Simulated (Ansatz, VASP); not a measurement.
One calculation of CdPd, two programs

File INCAR:

```
SYSTEM = CdPd
PREC = Accurate ; ENCUT = 630
EDIFF = 1E-6 ; ISMEAR = -1
SIGMA = 0.1 ; LREAL = .False.
LASPH = .True. ; NELM = 120
ALGO = Normal ; ISIF = 2
LWAVE = .False. ; LCHARG = .False.
NBANDS = 26 ; GGA_COMPAT = .False.
```

Contents of KPOINTS:

```
regular mesh
0
Gamma
  14 14 12
  0 0 0
```

File POSCAR:

```
CdPd
1.0
    2.9643835521      0.0000000000      0.0000000000
    0.0000000000      2.9643835521      0.0000000000
    0.0000000000      0.0000000000      3.6224374426
Cd Pd
1 1
Direct
    0.0000000000      0.0000000000      0.0000000000
    0.5000000000      0.5000000000      0.5000000000
```

Input for Ansatz:

```yaml
crystal:
  lattice:
    - [2.96438355207, 0.0, 0.0]
    - [0.0, 2.96438355207, 0.0]
    - [0.0, 0.0, 3.62243744255]
  atoms:
    - { symbol: Cd, position: [0.0, 0.0, 0.0] }
    - { symbol: Pd, position: [0.5, 0.5, 0.5] }
kpoints:
  mp_grid: { grid: [14, 14, 12] }
scf:
  occupations: { method: fermi_dirac, width: 0.1 }
hamiltonian:
  xc: lda
  pseudopotentials: { kind: paw }
output:
  forces: true
  stress: true
  eigenvalues: true
  eigenstates:
    nscf_kmesh: { grid: [20, 20, 16] }
    de_dk: true
    e_range: [-14, 14]
  optics:
    e_range: [0, 30]
    de: 0.2
    sigma: 0.1
    bands: { spectra_wanted_up_to: 30 }
    nscf_kmesh: { grid: [20, 20, 16] }
    drude_damping: 0.03
checkpoint:
  write: ck
  write_wavefunctions: false
```

Alike in both runs: task single point; functional LDA; k mesh 14 × 14 × 12; occupations fermi-dirac, width 0.1 eV; no spin polarisation.

|  | VASP | Ansatz |
| --- | --- | --- |
| version | VASP 6.6.1 | Ansatz 0.2.0 |
| potentials or method | VASP PAW LDA potentials, release 64 (Cd_sv_GW, Pd_sv_GW) | PAW with Ansatz's default frozen-core files, scalar-relativistic |
| plane-wave cutoff (eV) | 630 | 420 |
| valence electrons in the cell | 38 | 38 |

|  | VASP | Ansatz | Ansatz less VASP |
| --- | --- | --- | --- |
| pressure (GPa) | 0.2 | 0.0 | -0.20 |

LDA's correlation is that of Perdew and Zunger in VASP and of Perdew and Wang (1992) in Ansatz. Ansatz's warnings: optics on partly filled bands.
